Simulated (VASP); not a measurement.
Co2As3:

```
CELL_PARAMETERS angstrom
3.91141 0.00000 0.00000
-1.95570 3.38738 0.00000
0.00000 0.00000 6.08551
ATOMIC_POSITIONS crystal
Co 0.33333 0.66667 0.24500
Co 0.66667 0.33333 0.75500
As 0.00000 0.00000 0.00000
As 0.33333 0.66667 0.64500
As 0.66667 0.33333 0.35500
```

| Property | Result |
| --- | --- |
| Program | VASP 6.6.1 |
| Task | relaxation of cell and atoms |
| Functional | PBE |
| Potentials or basis | VASP PAW PBE potentials, release 64 (Co, As) |
| Cutoff | 600 eV |
| k mesh | 12 × 12 × 6 |
| Occupations | gaussian, width 0.1 eV |
| Spin | no spin polarisation |

At the start: pressure -2.8 GPa; volume 16.13 Å³/atom.

How do energy, volume and symmetry change on relaxing?

Over 13 steps the energy falls by 15.7 meV/atom and the volume is 15.35 Å³/atom (-4.8 %); space group P-3m1 (No. 164, to 0.05 Å).

The path:
```
step  energy change (eV)  largest force (eV/Å)  pressure (GPa)  volume (Å³)
   1              0.0000                0.2506           -2.76        80.63
   2             -0.0177                0.4036            2.08        77.43
   3             -0.0222                0.3536            0.41        78.42
   4             -0.0342                0.2844            0.32        78.30
   5             -0.0538                0.1167           -0.02        77.91
   6             -0.0552                0.0639           -0.09        77.78
   7             -0.0651                0.0496           -0.14        77.50
   8             -0.0746                0.1610           -0.05        76.89
   9             -0.0786                0.0345            0.18        76.63
  10             -0.0787                0.0158            0.21        76.60
  11             -0.0779                0.0168           -0.70        77.12
  12             -0.0788                0.0096            0.05        76.74
  13             -0.0787                0.0080           -0.05        76.77
```

Final structure:
```
CELL_PARAMETERS angstrom
3.88182 0.00000 0.00000
-1.94091 3.36176 0.00000
0.00000 0.00000 5.88288
ATOMIC_POSITIONS crystal
Co 0.33333 0.66667 0.21651
Co 0.66667 0.33333 0.78349
As 0.00000 0.00000 0.00000
As 0.33333 0.66667 0.64289
As 0.66667 0.33333 0.35711
```
